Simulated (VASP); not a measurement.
C: single point with LDA

Slab: C, a slab with vacuum.

```
CELL_PARAMETERS angstrom
2.49731 0.00000 0.00000
0.00000 3.53172 0.00000
0.00000 0.00000 18.49730
ATOMIC_POSITIONS crystal
C 0.75000 0.09797 0.43956
C 0.25000 0.90203 0.43956
C 0.25000 0.60988 0.50000
C 0.75000 0.39012 0.50000
C 0.75000 0.09797 0.56044
C 0.25000 0.90203 0.56044
```

```
Program                : VASP 6.6.1
Task                   : single point
Functional             : LDA
Potentials or basis    : VASP PAW LDA potentials, release 64 (C)
Cutoff                 : 520 eV
k mesh                 : 10 × 7 × 1
Occupations            : fermi-dirac, width 0.02 eV
Spin                   : no spin polarisation
Dipole correction      : yes
Further INCAR settings : ALGO = Normal; EDIFF = 1e-06; NBANDS = 21
```

* Largest force: 0.058 eV/Å
* Band gap on the k mesh: zero (band 12 reaches -2.18 eV, above the bottom of band 13 at -2.98 eV)

Forces in eV/Å, atoms in the order of the input:
```
C    0.000  0.022 -0.054
C    0.000 -0.022 -0.054
C    0.000 -0.023  0.000
C    0.000  0.023  0.000
C    0.000  0.022  0.054
C    0.000 -0.022  0.054
```

Levels at points of the mesh, in eV from the Fermi level:
```tsv
k point	band 9	band 10	band 11	band 12	band 13	band 14	band 15	band 16
(0.00, 0.00, 0.00)	-4.39	-2.26	-2.22	0.63	0.90	5.33	5.39	5.45
(0.50, 0.00, 0.00)	-5.09	-5.09	-1.72	-1.72	1.33	1.33	6.74	6.74
```

It took 2.5 min on 1 thread of Intel(R) Xeon(R) Platinum 8488C (Sapphire Rapids), with other jobs on the host, peak memory 0.23 GiB.
